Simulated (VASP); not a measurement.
# CuAs4W (P-1) in VASP: single point with LDA

Aim: the single point of CuAs4W with LDA.

Program: VASP 6.6.1. These are calculated values, not measurements. Logs are shortened: lines on timing, memory, paths and dates and some standing lists are left out, and cuts for length are marked.

## 1. The cell of the first run

The typed cell holds 12 atoms: a = 5.567 Å, b = 5.584 Å, c = 5.646 Å, α = 93.98°, β = 90.91°, γ = 90.25°.

## 2. Single point, LDA

INCAR

```
PREC = Accurate
ENCUT = 520
EDIFF = 1E-6
ISMEAR = -1
SIGMA = 0.1
LREAL = False
LASPH = True
NELM = 60
ALGO = Normal
ISIF = 2
LWAVE = False
LCHARG = False
GGA = CA
NBANDS = 57
```

KPOINTS

```
Automatic mesh
0
Gamma
  3 3 3
  0 0.5 0.5
```

POSCAR

```
CuAs4W
1.0
    5.5525702462     -0.3973118890      0.0629679775
    0.3756981411      5.5697632751     -0.1510643350
   -0.1704362100     -0.2283989297      5.6387823567
Cu W As
2 2 8
Direct
    0.4981006071      0.5107554447      0.2269182277
    0.5018993929      0.4892445553      0.7730817723
   -0.0012126648      0.0043659697      0.2516596365
    1.0012126648      0.9956340303      0.7483403635
    0.1543904846      0.3515755338      0.5224589267
    0.8456095154      0.6484244662      0.4775410733
    0.3454257119      0.8466101718      0.4877790027
    0.6545742881      0.1533898282      0.5122209973
    0.8541466588      0.3445216595      0.0118529138
    0.1458533412      0.6554783405      0.9881470862
    0.6565166509      0.8537852985     -0.0180692453
    0.3434833491      0.1462147015      1.0180692453
```

Potentials or basis: VASP PAW LDA potentials, release 64 (Cu, W_sv, As).

Run with:

```sh
> cat potpaw_LDA.64/Cu/POTCAR potpaw_LDA.64/W_sv/POTCAR potpaw_LDA.64/As/POTCAR > POTCAR
> mpirun -np 1 vasp_std > vasp.out
```

OUTCAR:

```text
PREC = Accurate
   ENCUT = 520
   EDIFF = 1E-6
   ISMEAR = -1
   LREAL = False
   LASPH = True
   NELM = 60
   ISIF = 2
   GGA = CA

 ion  position               nearest neighbor table
   1  0.498  0.511  0.227-  12 2.43   7 2.47   6 2.47   9 2.49  10 2.53   2 2.56  11 2.60   5 2.74
                             8 2.78
   2  0.502  0.489  0.773-  11 2.43   8 2.47   5 2.47  10 2.49   9 2.53   1 2.56  12 2.60   6 2.74
                             7 2.78
   3  0.999  0.004  0.252-  12 2.50  10 2.52  11 2.52   7 2.52   5 2.53   9 2.53   8 2.54   6 2.58
                             4 2.81   4 2.84
   4  0.001  0.996  0.748-  11 2.50   9 2.52  12 2.52   8 2.52   6 2.53  10 2.53   7 2.54   5 2.58
                             3 2.81   3 2.84
   5  0.154  0.352  0.522-   6 2.42   2 2.47   3 2.53   4 2.58   1 2.74
   6  0.846  0.648  0.478-   5 2.42   1 2.47   4 2.53   3 2.58   2 2.74
   7  0.345  0.847  0.488-   8 2.42   1 2.47   3 2.52   4 2.54   2 2.78
   8  0.655  0.153  0.512-   7 2.42   2 2.47   4 2.52   3 2.54   1 2.78
   9  0.854  0.345  0.012-  10 2.38   1 2.49   4 2.52   2 2.53   3 2.53
  10  0.146  0.655  0.988-   9 2.38   2 2.49   3 2.52   1 2.53   4 2.53
  11  0.657  0.854  0.982-  12 2.39   2 2.43   4 2.50   3 2.52   1 2.60
  12  0.343  0.146  0.018-  11 2.39   1 2.43   3 2.50   4 2.52   2 2.60

  LATTYP: Found a triclinic cell.
 ALAT       =    12.4343172061
 B/A-ratio  =     1.0104186084
 C/A-ratio  =     1.3047178051
 COS(alpha) =     0.0027495887
 COS(beta)  =     0.5814749862
 COS(gamma) =     0.8122218287

  Lattice vectors:

 A1 = ( -11.4808386335,  -4.7751394971,   0.0251283800)
 A2 = ( -11.2755767024,   0.5662248483,   5.5128464017)
 A3 = (  -5.9630941084, -10.2854168018, -11.0384040209)

Analysis of symmetry for initial positions (statically):
=====================================================================
 Subroutine PRICEL returns:
 Original cell was already a primitive cell.

 Routine SETGRP: Setting up the symmetry group for a
 triclinic supercell.

 Subroutine GETGRP returns: Found  2 space group operations
 (whereof  2 operations were pure point group operations)
 out of a pool of  2 trial point group operations.

The static configuration has the point symmetry S_2 .

Analysis of symmetry for dynamics (positions and initial velocities):
=====================================================================
 Subroutine PRICEL returns:
 Original cell was already a primitive cell.

 Routine SETGRP: Setting up the symmetry group for a
 triclinic supercell.

 Subroutine GETGRP returns: Found  2 space group operations
 (whereof  2 operations were pure point group operations)
 out of a pool of  2 trial point group operations.

The dynamic configuration has the point symmetry S_2 .

 Subroutine INISYM returns: Found  2 space group operations
 (whereof  2 operations are pure point group operations),
 and found     1 'primitive' translations

----------------------------------------------------------------------------------------

                                     Primitive cell

  volume of cell :     175.0821

  direct lattice vectors                    reciprocal lattice vectors
     5.552570246 -0.397311889  0.062967977     0.179185564 -0.011952870  0.004931860
     0.375698141  5.569763275 -0.151064335     0.012713886  0.178890201  0.007630235
    -0.170436210 -0.228398930  5.638782357    -0.001660347  0.004925989  0.177492594

  length of vectors
     5.567122959  5.584463490  5.645979192     0.179651498  0.179503670  0.177568699

  position of ions in fractional coordinates (direct lattice)
     0.498100607  0.510755445  0.226918228
     0.501899393  0.489244555  0.773081772
     0.998787335  0.004365970  0.251659637
     0.001212665  0.995634030  0.748340363
     0.154390485  0.351575534  0.522458927
     0.845609515  0.648424466  0.477541073
     0.345425712  0.846610172  0.487779003
     0.654574288  0.153389828  0.512220997
     0.854146659  0.344521660  0.011852914
     0.145853341  0.655478340  0.988147086
     0.656516651  0.853785299  0.981930755
     0.343483349  0.146214701  0.018069245

  ion indices of the primitive-cell ions
   primitive index   ion index
                 1           1
                 2           2
                 3           3
                 4           4
                 5           5
                 6           6
                 7           7
                 8           8
                 9           9
                10          10
                11          11
                12          12

----------------------------------------------------------------------------------------

 KPOINTS: Automatic mesh

Automatic generation of k-mesh.
 Grid dimensions read from file:
 generate k-points for:    3    3    3

 Generating k-lattice:

  Cartesian coordinates                     Fractional coordinates (reciprocal lattice)
     0.059728521 -0.003984290  0.001643953     0.333333333  0.000000000 -0.000000000
     0.004237962  0.059630067  0.002543412     0.000000000  0.333333333  0.000000000
    -0.000553449  0.001641996  0.059164198     0.000000000  0.000000000  0.333333333

  Length of vectors
     0.059883833  0.059834557  0.059189566

  Shift w.r.t. Gamma in fractional coordinates (k-lattice)
     0.000000000  0.500000000  0.500000000

 Subroutine IBZKPT returns following result:
 ===========================================

 Found     14 irreducible k-points:

 Following reciprocal coordinates:
            Coordinates               Weight
  0.000000  0.166667  0.166667      2.000000
  0.333333  0.166667  0.166667      2.000000
 -0.333333  0.166667  0.166667      2.000000
 -0.000000  0.500000  0.166667      2.000000
  0.333333  0.500000  0.166667      2.000000
 -0.333333  0.500000  0.166667      2.000000
  0.000000 -0.166667  0.166667      2.000000
  0.333333 -0.166667  0.166667      2.000000
 -0.333333 -0.166667  0.166667      2.000000
  0.000000  0.166667  0.500000      2.000000
  0.333333  0.166667  0.500000      2.000000
 -0.333333  0.166667  0.500000      2.000000
 -0.000000  0.500000  0.500000      1.000000
  0.333333  0.500000  0.500000      2.000000
   k-points           NKPTS =     14   k-points in BZ     NKDIM =     14   number of bands    NBANDS=     57
   number of dos      NEDOS =    301   number of ions     NIONS =     12
   total plane-waves  NPLWV =  74088
   dimension x,y,z NGX =    42 NGY =   42 NGZ =   42
   dimension x,y,z NGXF=    84 NGYF=   84 NGZF=   84
   ions per type =               2   2   8
   NGX,Y,Z   is equivalent  to a cutoff of  12.54, 12.50, 12.37 a.u.
   NGXF,Y,Z  is equivalent  to a cutoff of  25.08, 25.01, 24.73 a.u.
 SYSTEM =  unknown system
   PREC   = accura    normal or accurate (medium, high low for compatibility)
   ISTART =      0    job   : 0-new  1-cont  2-samecut
   ICHARG =      2    charge: 1-file 2-atom 10-const
   ISPIN  =      1    spin polarized calculation?
   LNONCOLLINEAR =      F non collinear calculations
   LSORBIT =      F    spin-orbit coupling
   LASPH  =      T    aspherical Exc in radial PAW
   ENCUT  =  520.0 eV  38.22 Ry    6.18 a.u.  10.35 10.38 10.50*2*pi/ulx,y,z
   NELM   =     60;   NELMIN=  2; NELMDL= -5     # of ELM steps
   EDIFF  = 0.1E-05   stopping-criterion for ELM
   LREAL  =      F    real-space projection
   EDIFFG = 0.1E-04   stopping-criterion for IOM
   NSW    =      0    number of steps for IOM
   IBRION =     -1    ionic relax: 0-MD 1-quasi-New 2-CG
   NFREE  =      0    steps in history (QN), initial steepest desc. (CG)
   ISIF   =      2    stress and relaxation
   ISYM   =      2    0-nonsym 1-usesym 2-fastsym
   POTIM  = 0.5000    time-step for ionic-motion
   TEBEG  =    0.0;   TEEND  =   0.0 temperature during run
   PSTRESS=    0.0 pullay stress
   NELECT =      90.0000    total number of electrons
   NUPDOWN=      -1.0000    fix difference up-down
   EMIN   =  10.00;   EMAX   =-10.00  energy-range for DOS
   EFERMI =   0.00;   METHOD = LEGACY
   ISMEAR =    -1;   SIGMA  =   0.10  broadening in eV -4-tet -1-fermi 0-gaus
   EFERMI_NEDOS =   21; number of points for ismear=-14 and -15
   IALGO  =     38    algorithm
   IMIX   =      4    mixing-type and parameters
     AMIX     =   0.40;   BMIX     =  1.00
     AMIX_MAG =   1.60;   BMIX_MAG =  1.00
  volume/ion in A,a.u.               =      14.59        98.46
  Fermi-wavevector in a.u.,A,eV,Ry     =   1.311420  2.478224 23.399602  1.719822
  Thomas-Fermi vector in A             =   2.441883
   LORBIT       =      0    0 simple, 1 ext, 2 COOP (PROOUT), +10 PAW based schemes
   GGA     = CA    functional components
   LHFCALC =     F    Hartree Fock is set to
   AEXX    =    0.0000 exact exchange contribution
   IVDW    =     0    specifies the selected vdW correction
   LEPSILON=     F    determine dielectric tensor
   LRPA    =     F    only Hartree local field effects (RPA)
 non-spin polarized calculation
  energy-cutoff  :      520.00
  volume of cell :      175.08
 maximum number of plane-waves:      4731
 NGX is ok and might be reduce to    42
   NGX = 21   NGY = 21   NGZ = 21

 number of electron      90.0000037 magnetization

 Free energy of the ion-electron system (eV)
  ---------------------------------------------------
  ext. energy  EPLUGINS =         0.00000000
  ---------------------------------------------------
  free energy    TOTEN  =       -78.60998030 eV

  energy without entropy =      -78.49915180  energy(sigma->0) =      -78.55456605

 E-fermi :   9.6170     XC(G=0): -12.3500

 val. band max:        9.5826447334   @ k =   0.3333  -0.1667   0.1667
 cond. band min:       9.6281316257   @ k =   0.3333   0.5000   0.1667
 fundamental gap:      0.0454868922
 Fermi energy:         9.6170210421

 k-point     1 :       0.0000    0.1667    0.1667
  band No.  band energies     occupation
      1     -63.8888      2.00000
      2     -63.8494      2.00000
      3     -28.9035      2.00000
      4     -28.5446      2.00000
      5     -28.5388      2.00000
      6     -28.4543      2.00000
[... 829 lines left out ...]
     56      13.0187      0.00000
     57      13.8897      0.00000

------------------------ aborting loop because EDIFF is reached ----------------------------------------

  FORCE on cell =-STRESS in cart. coord.  units (eV):
  Direction    XX          YY          ZZ          XY          YZ          ZX
  --------------------------------------------------------------------------------------
  -------------------------------------------------------------------------------------
  Total       23.1881637     23.1876275     23.0272182     -0.0017146      0.0538589      0.0135251
  in kB      212.1950560    212.1901495    210.7222427     -0.0156902      0.4928632      0.1237684
  external PRESSURE =     211.7024828 kB  Pullay stress =       0.0000000 kB

 VOLUME and BASIS-vectors are now :
 -----------------------------------------------------------------------------
  energy-cutoff  :      520.00
  volume of cell :      175.08
      direct lattice vectors                 reciprocal lattice vectors
     5.552570246 -0.397311889  0.062967977     0.179185564 -0.011952870  0.004931860
     0.375698141  5.569763275 -0.151064335     0.012713886  0.178890201  0.007630235
    -0.170436210 -0.228398930  5.638782357    -0.001660347  0.004925989  0.177492594

 POSITION                                       TOTAL-FORCE (eV/Angst)
 -----------------------------------------------------------------------------------
      2.91895      2.59506      1.23375        -0.001419     -0.002394      0.015834
      2.83888      2.34899      4.31694         0.001419      0.002394     -0.015834
      5.50459     -0.42999      1.48129        -0.008587      0.001395      0.002009
      0.25325      5.37404      4.06940         0.008587     -0.001395     -0.002009
      0.90030      1.77752      2.90264         0.049297      0.017903      0.006842
      4.85753      3.16653      2.64804        -0.049297     -0.017903     -0.006842
      2.15294      4.46677      2.64434         0.015488     -0.050066      0.008472
      3.60490      0.47728      2.90635        -0.015488      0.050066     -0.008472
      4.87013      1.57683      0.06857        -0.044692      0.018217      0.009609
      0.88771      3.36722      5.48211         0.044692     -0.018217     -0.009609
      3.79876      4.27027      5.44926        -0.020223     -0.044184      0.003057
      1.95907      0.67378      0.10143         0.020223      0.044184     -0.003057
 -----------------------------------------------------------------------------------
    total drift:                                0.000000      0.000000     -0.000000

  FREE ENERGIE OF THE ION-ELECTRON SYSTEM (eV)
  ---------------------------------------------------
  free  energy   TOTEN  =       -78.6099802974 eV

  energy  without entropy=      -78.4991517958  energy(sigma->0) =      -78.55456605
```

It took 6.5 min on 1 thread of Intel Xeon 8259CL, shared host; peak memory 0.29 GiB.

Results:

```yaml
Free_energy: -78.6100 eV
Pressure: 21.2 GPa
Largest_force: 0.053 eV/Å
Band_gap_on_the_k_mesh: zero (bands 45 and 46 overlap by 0.71 eV)
```

Forces on the atoms (eV/Å):
```
Cu  -0.001 -0.002  0.016
Cu   0.001  0.002 -0.016
W   -0.009  0.001  0.002
W    0.009 -0.001 -0.002
As   0.049  0.018  0.007
As  -0.049 -0.018 -0.007
As   0.015 -0.050  0.008
As  -0.015  0.050 -0.008
As  -0.045  0.018  0.010
As   0.045 -0.018 -0.010
As  -0.020 -0.044  0.003
As   0.020  0.044 -0.003
```

Caveat: the k points lie up to 0.38 Å⁻¹ apart, too coarse for converged energies and pressures of a metal; spin-orbit coupling is left out, which moves the levels of the heavy elements.

The gap in the log of VASP goes by the Fermi energy; the results here count the filled bands.